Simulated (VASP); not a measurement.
# NdMo (P6/mmm) in VASP: notebook

The runs below take NdMo through relaxation of cell and atoms, single point, with PBE.

Everything below comes from runs of VASP 6.6.1. Logs are shortened: lines on timing, memory, paths and dates and some standing lists are left out, and cuts for length are marked.

## 1. The cell of the first run

Symmetry: P6/mmm, No. 191, hexagonal system. Conventional cell: a = 4.131 Å, b = 4.131 Å, c = 8.345 Å, α = 90.00°, β = 90.00°, γ = 120.00°. Within 4.4 Å of Nd (site symmetry 6mm) lie 6 Mo at 3.32 Å and 7 Nd at 3.74 to 4.13 Å. Within 3.4 Å of Mo (site symmetry -6m2) lie 3 Mo at 2.38 Å and 6 Nd at 3.32 Å.

The cell was generated, and may not be a known phase.

## 2. Relaxation of cell and atoms, PBE

File INCAR:

```
SYSTEM = NdMo
PREC = Accurate ; ENCUT = 500
EDIFF = 1E-7 ; ISMEAR = 0
SIGMA = 0.1 ; LREAL = .False.
LASPH = .True. ; NELM = 200
ALGO = Normal ; ISIF = 3
LWAVE = .False. ; LCHARG = .False.
GGA = PE ; IBRION = 2
NSW = 100 ; EDIFFG = -0.01
GGA_COMPAT = .False. ; NELMIN = 4
LMAXMIX = 6
```

File KPOINTS:

```
Automatic mesh
0
Gamma
  12 12 4
  0 0 0
```

File POSCAR:

```
NdMo
1.0
    4.1308335019      0.0000000000      0.0000000000
   -2.0654167509      3.5774067514      0.0000000000
    0.0000000000      0.0000000000      8.3450079609
Nd Mo
2 2
Direct
    0.0000000000      0.0000000000      0.2238904704
    0.0000000000      0.0000000000      0.7761095296
    0.3333333333      0.6666666667      0.5000000000
    0.6666666667      0.3333333333      0.5000000000
```

Potentials or basis: VASP PAW PBE potentials, release 64 (Nd_3, Mo_sv), 4f in core.

Started as:

```bash
$ cat potpaw_PBE.64/Nd_3/POTCAR potpaw_PBE.64/Mo_sv/POTCAR > POTCAR
$ mpirun -np 1 vasp_std > vasp.out
```

OUTCAR:

```text
SYSTEM = NdMo
   PREC = Accurate
   ENCUT = 500
   EDIFF = 1E-7
   ISMEAR = 0
   LREAL = .False.
   LASPH = .True.
   NELM = 200
   ISIF = 3
   GGA = PE
   IBRION = 2
   NSW = 100
   EDIFFG = -0.01
   NELMIN = 4

 ion  position               nearest neighbor table
   1  0.000  0.000  0.224-   3 3.32   4 3.32   3 3.32   4 3.32   4 3.32   3 3.32   2 3.74
   2  0.000  0.000  0.776-   3 3.32   4 3.32   3 3.32   4 3.32   4 3.32   3 3.32   1 3.74
   3  0.333  0.667  0.500-   4 2.38   4 2.38   4 2.38   1 3.32   2 3.32   2 3.32   1 3.32   2 3.32
                             1 3.32
   4  0.667  0.333  0.500-   3 2.38   3 2.38   3 2.38   1 3.32   2 3.32   1 3.32   2 3.32   1 3.32
                             2 3.32

  LATTYP: Found a hexagonal cell.
 ALAT       =     4.1308335019
 C/A-ratio  =     2.0201753368

  Lattice vectors:

 A1 = (   4.1308335019,   0.0000000000,   0.0000000000)
 A2 = (  -2.0654167509,   3.5774067514,   0.0000000000)
 A3 = (   0.0000000000,   0.0000000000,   8.3450079609)

Analysis of symmetry for initial positions (statically):
=====================================================================
 Subroutine PRICEL returns:
 Original cell was already a primitive cell.

 Routine SETGRP: Setting up the symmetry group for a
 hexagonal supercell.

 Subroutine GETGRP returns: Found 24 space group operations
 (whereof 24 operations were pure point group operations)
 out of a pool of 24 trial point group operations.

The static configuration has the point symmetry D_6h.

Analysis of symmetry for dynamics (positions and initial velocities):
=====================================================================
 Subroutine PRICEL returns:
 Original cell was already a primitive cell.

 Routine SETGRP: Setting up the symmetry group for a
 hexagonal supercell.

 Subroutine GETGRP returns: Found 24 space group operations
 (whereof 24 operations were pure point group operations)
 out of a pool of 24 trial point group operations.

The dynamic configuration has the point symmetry D_6h.

 Subroutine INISYM returns: Found 24 space group operations
 (whereof 24 operations are pure point group operations),
 and found     1 'primitive' translations

----------------------------------------------------------------------------------------

                                     Primitive cell

  volume of cell :     123.3198

  direct lattice vectors                    reciprocal lattice vectors
     4.130833502  0.000000000  0.000000000     0.242081894  0.139766047  0.000000000
    -2.065416751  3.577406751  0.000000000     0.000000000  0.279532094  0.000000000
     0.000000000  0.000000000  8.345007961     0.000000000  0.000000000  0.119832121

  length of vectors
     4.130833502  4.130833502  8.345007961     0.279532094  0.279532094  0.119832121

  position of ions in fractional coordinates (direct lattice)
     0.000000000  0.000000000  0.223890470
     0.000000000  0.000000000  0.776109530
     0.333333333  0.666666667  0.500000000
     0.666666667  0.333333333  0.500000000

  ion indices of the primitive-cell ions
   primitive index   ion index
                 1           1
                 2           2
                 3           3
                 4           4

----------------------------------------------------------------------------------------

 KPOINTS: Automatic mesh

Automatic generation of k-mesh.
 Grid dimensions read from file:
 generate k-points for:   12   12    4

 Generating k-lattice:

  Cartesian coordinates                     Fractional coordinates (reciprocal lattice)
     0.020173491  0.011647171  0.000000000     0.083333333 -0.000000000  0.000000000
     0.000000000  0.023294341  0.000000000     0.000000000  0.083333333  0.000000000
     0.000000000  0.000000000  0.029958030     0.000000000  0.000000000  0.250000000

  Length of vectors
     0.023294341  0.023294341  0.029958030

  Shift w.r.t. Gamma in fractional coordinates (k-lattice)
     0.000000000  0.000000000  0.000000000

 Subroutine IBZKPT returns following result:
 ===========================================

 Found     57 irreducible k-points:

 Following reciprocal coordinates:
            Coordinates               Weight
  0.000000  0.000000  0.000000      1.000000
  0.083333  0.000000  0.000000      6.000000
  0.166667  0.000000  0.000000      6.000000
  0.250000 -0.000000  0.000000      6.000000
  0.333333  0.000000  0.000000      6.000000
  0.416667  0.000000  0.000000      6.000000
[... 16 lines left out ...]
  0.250000 -0.000000  0.250000     12.000000
  0.333333  0.000000  0.250000     12.000000
 [... further k-points ...]
   k-points           NKPTS =     57   k-points in BZ     NKDIM =     57   number of bands    NBANDS=     30
   number of dos      NEDOS =    301   number of ions     NIONS =      4
   total plane-waves  NPLWV =  57600
   dimension x,y,z NGX =    30 NGY =   30 NGZ =   64
   dimension x,y,z NGXF=    60 NGYF=   60 NGZF=  128
   ions per type =               2   2
   NGX,Y,Z   is equivalent  to a cutoff of  12.07, 12.07, 12.75 a.u.
   NGXF,Y,Z  is equivalent  to a cutoff of  24.15, 24.15, 25.50 a.u.
 SYSTEM =  NdMo
   PREC   = accura    normal or accurate (medium, high low for compatibility)
   ISTART =      0    job   : 0-new  1-cont  2-samecut
   ICHARG =      2    charge: 1-file 2-atom 10-const
   ISPIN  =      1    spin polarized calculation?
   LNONCOLLINEAR =      F non collinear calculations
   LSORBIT =      F    spin-orbit coupling
   LASPH  =      T    aspherical Exc in radial PAW
   ENCUT  =  500.0 eV  36.75 Ry    6.06 a.u.   7.53  7.53 15.21*2*pi/ulx,y,z
   NELM   =    200;   NELMIN=  4; NELMDL= -5     # of ELM steps
   EDIFF  = 0.1E-06   stopping-criterion for ELM
   LREAL  =      F    real-space projection
   EDIFFG = -.1E-01   stopping-criterion for IOM
   NSW    =    100    number of steps for IOM
   IBRION =      2    ionic relax: 0-MD 1-quasi-New 2-CG
   NFREE  =      1    steps in history (QN), initial steepest desc. (CG)
   ISIF   =      3    stress and relaxation
   ISYM   =      2    0-nonsym 1-usesym 2-fastsym
   POTIM  = 0.5000    time-step for ionic-motion
   TEBEG  =    0.0;   TEEND  =   0.0 temperature during run
   PSTRESS=    0.0 pullay stress
   NELECT =      50.0000    total number of electrons
   NUPDOWN=      -1.0000    fix difference up-down
   EMIN   =  10.00;   EMAX   =-10.00  energy-range for DOS
   EFERMI =   0.00;   METHOD = LEGACY
   ISMEAR =     0;   SIGMA  =   0.10  broadening in eV -4-tet -1-fermi 0-gaus
   EFERMI_NEDOS =   21; number of points for ismear=-14 and -15
   IALGO  =     38    algorithm
   IMIX   =      4    mixing-type and parameters
     AMIX     =   0.40;   BMIX     =  1.00
     AMIX_MAG =   1.60;   BMIX_MAG =  1.00
  volume/ion in A,a.u.               =      30.83       208.05
  Fermi-wavevector in a.u.,A,eV,Ry     =   1.211678  2.289740 19.975580  1.468164
  Thomas-Fermi vector in A             =   2.347186
   LORBIT       =      0    0 simple, 1 ext, 2 COOP (PROOUT), +10 PAW based schemes
   GGA     = PE    functional components
   LHFCALC =     F    Hartree Fock is set to
   AEXX    =    0.0000 exact exchange contribution
   IVDW    =     0    specifies the selected vdW correction
   LEPSILON=     F    determine dielectric tensor
   LRPA    =     F    only Hartree local field effects (RPA)
 conjugate gradient relaxation of ions
 non-spin polarized calculation
 Gauss-broadening in eV      SIGMA  =   0.10
  energy-cutoff  :      500.00
  volume of cell :      123.32
 maximum number of plane-waves:      3160
   NGX = 15   NGY = 15   NGZ = 31

--------------------------------------- Ionic step        1  -------------------------------------------

 number of electron      50.0000002 magnetization

 Free energy of the ion-electron system (eV)
  ---------------------------------------------------
  ext. energy  EPLUGINS =         0.00000000
  ---------------------------------------------------
  free energy    TOTEN  =       -29.46345041 eV

  energy without entropy =      -29.43339751  energy(sigma->0) =      -29.44842396

------------------------ aborting loop because EDIFF is reached ----------------------------------------

  FORCE on cell =-STRESS in cart. coord.  units (eV):
  Direction    XX          YY          ZZ          XY          YZ          ZX
  --------------------------------------------------------------------------------------
  -------------------------------------------------------------------------------------
  Total        0.6996378      0.6996378     -0.2064895      0.0000000     -0.0000000      0.0000000
  in kB        9.0897326      9.0897326     -2.6827230      0.0000000     -0.0000000      0.0000000
  external PRESSURE =       5.1655807 kB  Pullay stress =       0.0000000 kB
[... 251 lines left out ...]
  energy  without entropy=      -29.4474732540  energy(sigma->0) =      -29.46156222

--------------------------------------- Ionic step        8  -------------------------------------------

 number of electron      49.9999994 magnetization

 Free energy of the ion-electron system (eV)
  ---------------------------------------------------
  ext. energy  EPLUGINS =         0.00000000
  ---------------------------------------------------
  free energy    TOTEN  =       -29.47577836 eV

  energy without entropy =      -29.44770733  energy(sigma->0) =      -29.46174284

 E-fermi :   4.4811     XC(G=0):  -9.6679

 val. band max:        4.4800866263   @ k =   0.3333   0.2500   0.5000
 cond. band min:       4.4821480993   @ k =   0.3333   0.2500   0.2500
 fundamental gap:      0.0020614730
 Fermi energy:         4.4811334712

 k-point     1 :       0.0000    0.0000    0.0000
  band No.  band energies     occupation
      1     -56.3014      2.00000
      2     -55.6697      2.00000
      3     -33.7735      2.00000
      4     -33.7634      2.00000
      5     -31.0992      2.00000
      6     -31.0992      2.00000
[... 781 lines left out ...]
     29       5.8928      0.00000
     30       6.1335      0.00000

 [... further k-points ...]

------------------------ aborting loop because EDIFF is reached ----------------------------------------

  FORCE on cell =-STRESS in cart. coord.  units (eV):
  Direction    XX          YY          ZZ          XY          YZ          ZX
  --------------------------------------------------------------------------------------
  -------------------------------------------------------------------------------------
  Total       -0.0058493     -0.0058493      0.0030672     -0.0000000     -0.0000000      0.0000000
  in kB       -0.0748039     -0.0748039      0.0392241     -0.0000000     -0.0000000      0.0000000
  external PRESSURE =      -0.0367945 kB  Pullay stress =       0.0000000 kB
[... 19 lines left out ...]
  FREE ENERGIE OF THE ION-ELECTRON SYSTEM (eV)
  ---------------------------------------------------
  free  energy   TOTEN  =       -29.4757783558 eV

  energy  without entropy=      -29.4477073306  energy(sigma->0) =      -29.46174284

 reached required accuracy - stopping structural energy minimisation
```

It took 9.9 min on 1 thread of Intel Xeon 6975P-C (Granite Rapids), shared host; peak memory 0.37 GiB.

What came out:

```yaml
Free_energy: -29.4758 eV
Relaxed_volume: 31.32 Å³/atom
Relaxed_cell: a = 4.178 Å, b = 4.178 Å, c = 8.286 Å, α = 90.00°, β = 90.00°, γ = 120.00°
Space_group_after_relaxing_to_0.1_Å: P6/mmm (No. 191)
Energy_gained_by_relaxing: 3.1 meV/atom
Ionic_steps: 8
Pressure_after_relaxing: 0.0 GPa
Band_gap_on_the_k_mesh: zero (bands 25 and 26 overlap by 0.45 eV)
```

Forces in eV/Å, atoms in the order of the input:
```
Nd   0.000  0.000  0.002
Nd   0.000  0.000 -0.002
Mo   0.000  0.000  0.000
Mo   0.000  0.000  0.000
```

Step by step:
```tsv
step	energy change (eV)	largest force (eV/Å)	pressure (GPa)	volume (Å³)
1	0.0000	0.0875	0.52	123.32
2	-0.0045	0.1951	-0.62	125.10
3	-0.0050	0.1698	-0.36	124.68
4	-0.0094	0.1066	-0.11	124.34
5	-0.0102	0.0632	0.07	124.11
6	-0.0110	0.0511	0.06	124.33
7	-0.0122	0.0159	0.01	125.00
8	-0.0123	0.0023	0.00	125.28
```

Final structure:
```yaml
crystal:
  lattice:
    - [4.17830, 0.00000, 0.00000]
    - [-2.08915, 3.61852, 0.00000]
    - [0.00000, 0.00000, 8.28634]
  atoms:
    - { symbol: Nd, position: [0.00000, 0.00000, 0.22915] }
    - { symbol: Nd, position: [0.00000, 0.00000, 0.77085] }
    - { symbol: Mo, position: [0.33333, 0.66667, 0.50000] }
    - { symbol: Mo, position: [0.66667, 0.33333, 0.50000] }
```

Levels at points of the mesh, in eV from the Fermi level:
```
           k point  band 21  band 22  band 23  band 24  band 25  band 26  band 27  band 28  band 29  band 30
(0.00, 0.00, 0.00)    -1.87    -1.51    -1.51    -0.46    -0.29    -0.29     0.75     0.75     1.36     1.45
(0.50, 0.00, 0.00)    -2.33    -1.99    -1.14    -0.67    -0.50     0.03     0.37     1.35     2.03     2.29
(0.00, 0.00, 0.50)    -2.29    -1.47    -1.47    -0.28    -0.28     0.10     0.56     0.56     1.65     1.65
(0.50, 0.00, 0.50)    -2.27    -1.70    -1.13    -0.98    -0.11    -0.01     0.23     0.93     1.97     2.27
```

Caveat: spin-orbit coupling is left out, which moves the levels of the heavy elements; the 4f electrons are frozen in the core, so they carry no moment and show no levels.

## 3. Relaxation of cell and atoms, PBE

This run uses another cell than the first one, of 25.86 Å³/atom.

File INCAR:

```
ALGO = Normal ; EDIFF = 1E-7
EDIFFG = -0.08 ; ENCUT = 500
GGA = PE ; GGA_COMPAT = F
IBRION = 2 ; ISIF = 3
ISMEAR = 0 ; LASPH = T
LCHARG = F ; LMAXMIX = 6
LREAL = F ; LWAVE = F
NELM = 200 ; NELMIN = 4
NSW = 36 ; PREC = Accurate
SIGMA = 0.2
```

File KPOINTS:

```
k-points
0
Gamma
  6 6 3
```

File POSCAR:

```
NdMo
1.0
    3.7261067200      0.0000000000      0.0000000000
   -1.8630533600      3.2269030700      0.0000000000
    0.0000000000      0.0000000000      8.6039563100
Nd Mo
2 2
Direct
    0.0000000000      0.0000000000      0.2978968000
    0.0000000000      0.0000000000      0.7021032000
    0.3333333300      0.6666666700      0.5000000000
    0.6666666700      0.3333333300      0.5000000000
```

Potentials or basis: VASP PAW PBE potentials, release 64 (Nd_3, Mo_sv), 4f in core.

Started as:

```bash
$ cat potpaw_PBE.64/Nd_3/POTCAR potpaw_PBE.64/Mo_sv/POTCAR > POTCAR
$ mpirun -np 1 vasp_std > vasp.out
```

Wall time 9.1 min (1 thread of Intel Xeon 6975P-C (Granite Rapids), shared host); peak memory 0.24 GiB.

The run converged. Its results:

| Quantity | Value |
| --- | --- |
| Free energy | -29.5137 eV |
| Relaxed volume | 31.08 Å³/atom |
| Relaxed cell | a = 4.150 Å, b = 4.150 Å, c = 8.338 Å, α = 90.00°, β = 90.00°, γ = 120.00° |
| Space group after relaxing (to 0.1 Å) | P6/mmm (No. 191) |
| Pressure after relaxing | -0.1 GPa |
| Largest force after relaxing | 0.061 eV/Å |
| Band gap on the k mesh | zero (bands 25 and 26 overlap by 0.43 eV) |

Forces in eV/Å, atoms in the order of the input:
```
Nd   0.000  0.000  0.061
Nd   0.000  0.000 -0.061
Mo   0.000  0.000  0.000
Mo   0.000  0.000  0.000
```

Stress tensor (GPa, compression positive):
```
 0.06  0.00  0.00
 0.00  0.06  0.00
 0.00  0.00 -0.28
```

Final structure:
```
Nd Mo
1.0
     4.14963    0.00000    0.00000
    -2.07482    3.59369    0.00000
     0.00000    0.00000    8.33787
Nd Mo
2 2
Direct
  0.00000 0.00000 0.22480
  0.00000 0.00000 0.77520
  0.33333 0.66667 0.50000
  0.66667 0.33333 0.50000
```

Levels at points of the mesh, in eV from the Fermi level:
| k point | band 22 | band 23 | band 24 | band 25 | band 26 | band 27 | band 28 | band 29 |
| --- | --- | --- | --- | --- | --- | --- | --- | --- |
| (0.00, 0.00, 0.00) | -1.45 | -1.45 | -0.44 | -0.26 | -0.26 | 0.80 | 0.80 | 1.21 |
| (0.50, 0.00, 0.00) | -1.96 | -1.19 | -0.71 | -0.47 | 0.04 | 0.31 | 1.38 | 2.06 |

Caveat: the volume moved by over 15 % at a fixed basis, so the end points are rough; spin-orbit coupling is left out, which moves the levels of the heavy elements; the 4f electrons are frozen in the core, so they carry no moment and show no levels; the relaxation stopped at a loose force limit of 0.08 eV/Å, so its end isn't a converged minimum. Spin polarisation is off, so any magnetic state and its effect on volume and gap are missing.

## 4. Single point, PBE

This run uses another cell than the first one, of 31.18 Å³/atom.

File INCAR:

```
SYSTEM = NdMo
PREC     = Accurate       ! precision mode
ENCUT    = 500            ! plane-wave cutoff, eV
EDIFF    = 1E-6           ! SCF threshold, eV
ISMEAR   = 0              ! smearing method
SIGMA    = 0.1            ! smearing width, eV
LREAL    = .FALSE.        ! projectors in reciprocal space
LASPH    = .TRUE.         ! aspherical terms in the spheres
NELM     = 200            ! most SCF steps
ALGO     = Normal         ! electronic algorithm
ISIF     = 2              ! what is computed and relaxed
LWAVE    = .FALSE.        ! write WAVECAR
LCHARG   = .TRUE.         ! write CHGCAR
GGA      = PE             ! functional
LELF     = .TRUE.         ! ELF
LVHAR    = .TRUE.       
NBANDS   = 33             ! bands
GGA_COMPAT= .FALSE.      
LMAXMIX  = 6              ! l up to which the mixer works
```

File KPOINTS:

```
regular mesh
0
G
  12 12 4
  0 0 0
```

File POSCAR:

```
NdMo
1.0
    4.1700358737      0.0000000000      0.0000000000
   -2.0850179368      3.6113570013      0.0000000000
    0.0000000000      0.0000000000      8.2831397421
Nd Mo
2 2
Direct
    0.0000000000      0.0000000000      0.2289346810
    0.0000000000      0.0000000000      0.7710653190
    0.3333333333      0.6666666667      0.5000000000
    0.6666666667      0.3333333333      0.5000000000
```

Started as:

```bash
$ cat potpaw_PBE.64/Nd_3/POTCAR potpaw_PBE.64/Mo_sv/POTCAR > POTCAR
$ mpirun -np 1 vasp_std > vasp.out
```

It took 1.8 min on 1 thread of Intel Xeon 6975P-C (Granite Rapids), shared host; peak memory 0.34 GiB.

The run converged. Its results:

| Item | Value |
| --- | --- |
| Free energy | -29.4754 eV |
| Pressure | 0.3 GPa |
| Largest force | 0.028 eV/Å |
| Band gap on the k mesh | zero (bands 25 and 26 overlap by 0.45 eV) |

Forces on the atoms (eV/Å):
```
Nd   0.000  0.000 -0.028
Nd   0.000  0.000  0.028
Mo   0.000  0.000  0.000
Mo   0.000  0.000  0.000
```

Stress tensor (GPa, compression positive):
```
0.37 0.00 0.00
0.00 0.37 0.00
0.00 0.00 0.20
```

Levels at points of the mesh, in eV from the Fermi level:
| k point | band 23 | band 24 | band 25 | band 26 | band 27 | band 28 |
| --- | --- | --- | --- | --- | --- | --- |
| (0.00, 0.00, 0.00) | -1.52 | -0.46 | -0.29 | -0.29 | 0.75 | 0.75 |
| (0.50, 0.00, 0.00) | -1.15 | -0.68 | -0.50 | 0.03 | 0.36 | 1.35 |
| (0.00, 0.00, 0.50) | -1.47 | -0.28 | -0.28 | 0.10 | 0.56 | 0.56 |
| (0.50, 0.00, 0.50) | -1.14 | -0.99 | -0.11 | -0.02 | 0.23 | 0.94 |

Caveat: spin-orbit coupling is left out, which moves the levels of the heavy elements; the 4f electrons are frozen in the core, so they carry no moment and show no levels. Spin polarisation is off, so any magnetic state and its effect on volume and gap are missing.

## 5. The runs side by side

```tsv
task	cell	k mesh	smearing	gap on the mesh (eV)	pressure (GPa)	relaxed volume (Å³/atom)	largest force (eV/Å)
relaxation of cell and atoms	relaxed from a = 4.131, b = 4.131, c = 8.345 Å, angles 90.0, 90.0, 120.0°, 4 atoms, atomic positions A	12 × 12 × 4	gaussian 0.1 eV	none	0.0	31.32	-
relaxation of cell and atoms	relaxed from a = 3.726, b = 3.726, c = 8.604 Å, angles 90.0, 90.0, 120.0°, 4 atoms, atomic positions B	6 × 6 × 3	gaussian 0.2 eV	none	-0.1	31.08	0.06
single point	a = 4.170, b = 4.170, c = 8.283 Å, angles 90.0, 90.0, 120.0°, 4 atoms, atomic positions C	12 × 12 × 4	gaussian 0.1 eV	none	0.3	-	0.03
```

Alike in all rows: level PBE; potentials or basis VASP PAW PBE potentials, release 64 (Nd_3, Mo_sv), 4f in core; no spin polarisation; cutoff (eV) 500.

Caveats: spin-orbit coupling is left out, which moves the levels of the heavy elements; the 4f electrons are frozen in the core, so they carry no moment and show no levels; the volume moved by over 15 % at a fixed basis, so the end points are rough (at least some runs); the relaxation stopped at a loose force limit of 0.08 eV/Å, so its end isn't a converged minimum (at least some runs).

Total energies depend on the potentials used, so only differences within one code and one set of settings carry meaning.
